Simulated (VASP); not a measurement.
# Ge: relaxation of cell and atoms with r2SCAN

The system is Ge.

```xyz
2
Lattice="0.0000 2.8289 2.8289 2.8289 0.0000 2.8289 2.8289 2.8289 0.0000" Properties=species:S:1:pos:R:3 pbc="T T T"
Ge    2.8289    2.8289    2.8289
Ge    4.2434    4.2434    4.2434
```

| Item | Value |
| --- | --- |
| Program | VASP 6.6.1 |
| Task | relaxation of cell and atoms |
| Functional | r2SCAN |
| Potentials or basis | VASP PAW PBE potentials, release 64 (Ge_d) |
| Cutoff | 600 eV |
| k mesh | 12 × 12 × 12 |
| Occupations | fermi-dirac, width 0.05 eV |
| Spin | no spin polarisation |
| Dipole correction | no |
| Further INCAR settings | ALGO = Normal; EDIFF = 1e-07; IBRION = 2; EDIFFG = -0.002; NSW = 100; ISIF = 3 |

```json
{
  "Relaxed volume": "22.88 Å³/atom",
  "Relaxed cell": "a = 4.015 Å, b = 4.015 Å, c = 4.015 Å, α = 60.00°, β = 60.00°, γ = 60.00°",
  "Space group after relaxing (to 0.1 Å)": "Fd-3m (No. 227)",
  "Energy gained by relaxing": "0.6 meV/atom",
  "Ionic steps": "3",
  "Pressure after relaxing": "0.0 GPa",
  "Band gap on the k mesh": "0.30 eV"
}
```

Step by step:
```csv
step,energy change (eV),largest force (eV/Å),pressure (GPa),volume (Å³)
1,0.0000,0.0000,0.77,45.28
2,-0.0008,0.0000,-0.33,46.00
3,-0.0011,0.0000,0.01,45.75
```

Final structure:
```xyz
2
Lattice="0.0000 2.8387 2.8387 2.8387 0.0000 2.8387 2.8387 2.8387 0.0000" Properties=species:S:1:pos:R:3 pbc="T T T"
Ge    2.8387    2.8387    2.8387
Ge    4.2581    4.2581    4.2581
```

Levels at points of the mesh, in eV from the valence-band top:
```csv
k point,band 12,band 13,band 14,band 15,band 16,band 17
"(0.00, 0.00, 0.00)",0.00,0.00,0.00,0.30,2.71,2.71
"(0.50, 0.00, 0.00)",-7.82,-1.47,-1.47,0.41,3.99,3.99
"(0.50, 0.50, 0.00)",-9.18,-3.19,-3.19,0.99,0.99,10.02
```

Run time: 12 min on 1 thread of Intel Xeon 8259CL (shared host), peak memory 0.23 GiB.

Caveat: the PAW data sets were made with another functional, which shifts forces and pressure a little. A k mesh can miss the band edges.
